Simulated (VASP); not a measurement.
Input of a VASP 6.6.1 run:

The input INCAR:

```
PREC = Accurate
ENCUT = 520
EDIFF = 1E-6
ISMEAR = -1
SIGMA = 0.1
LREAL = False
LASPH = True
NELM = 100
ALGO = Normal
ISIF = 2
LWAVE = False
LCHARG = False
NBANDS = 37
```

KPOINTS

```
regular mesh
0
Gamma
  2 2 1
```

The input POSCAR:

```
Cu2Te
1.0
    4.3040142300      0.0000000000      0.0000000000
   -2.1520071200      3.7273856600      0.0000000000
    0.0000000000      0.0000000000      8.5234770000
Cu Te
4 2
Direct
    0.6666666720      0.3333333315      0.1519539995
    0.3333333317      0.6666666711      0.1519539995
    0.3333333317      0.6666666711      0.8480460005
    0.6666666720      0.3333333315      0.8480460005
    0.0000000000      0.0000000000      0.2661880005
    0.0000000000      0.0000000000      0.7338119995
```

Potentials or basis: VASP PAW LDA potentials, release 64 (Cu, Te).

Run with:

```console
$ cat potpaw_LDA.64/Cu/POTCAR potpaw_LDA.64/Te/POTCAR > POTCAR
$ mpirun -np 1 vasp_std > vasp.out
```

(1) Predict the pressure.

(2) Estimate the largest force.

(3) What does it give for the band gap on the k mesh?

Answers

(1) -5.5 GPa.

(2) 0.589 eV/Å.

(3) zero (bands 28 and 29 overlap by 0.55 eV).

Caveat: the k points lie up to 0.84 Å⁻¹ apart, too coarse for converged energies and pressures of a metal; spin-orbit coupling is left out, which moves the levels of the heavy elements.
